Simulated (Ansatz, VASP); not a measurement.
**One calculation of Al3InSb4, two programs**

```xyz
8
Lattice="-3.0984 3.0984 0.0000 -3.0914 -6.1898 3.0913 3.0938 3.0938 6.1828" Properties=species:S:1:pos:R:3 pbc="T T T"
In   -0.0032   -0.0032    0.0102
Al   -3.0952    0.0032    3.1218
Al   -0.0063    3.0920    3.0883
Al    0.0061    0.0061    6.1445
Sb   -1.6134   -1.6134    1.6134
Sb   -4.5948   -1.4964    4.7022
Sb   -1.5340    1.5644    4.6219
Sb   -1.5434   -1.5434    7.6114
```

Alike in both runs: functional LDA; k mesh 6 × 6 × 4; occupations gaussian, width 0.02 eV; no spin polarisation.

Ansatz relaxed the structure, and its values are those at the end. VASP's run is a single point on that final structure, the one shown.

|  | VASP | Ansatz |
| --- | --- | --- |
| version | VASP 6.6.1 | Ansatz 0.2.0 |
| potentials or method | VASP PAW LDA potentials, release 64 (In_d, Al, Sb), cutoff 500 eV | scalar-relativistic, plane waves, PAW |
| valence electrons in the cell | 42 | 82 |

Ansatz gave:

- gap on the k mesh at the Fermi level (eV): 0.90
- least direct gap on the mesh (eV): 0.99
- pressure (GPa): 0.0
- rms of the force components (eV/Å): 0.000

Problem. Which values does VASP return?

Solution. gap on the k mesh at the Fermi level (eV): 0.91; least direct gap on the mesh (eV): 1.01; pressure (GPa): 0.3; rms of the force components (eV/Å): 0.006.

Ansatz warns that its potentials were made for another functional, while VASP's fit it. LDA's correlation is that of Perdew and Zunger in VASP and of Perdew and Wang (1992) in Ansatz. VASP's potentials hold 42 valence electrons a cell and Ansatz's 82, so a difference there can come from the potentials and not from the codes.

Neither program's run includes spin-orbit coupling.
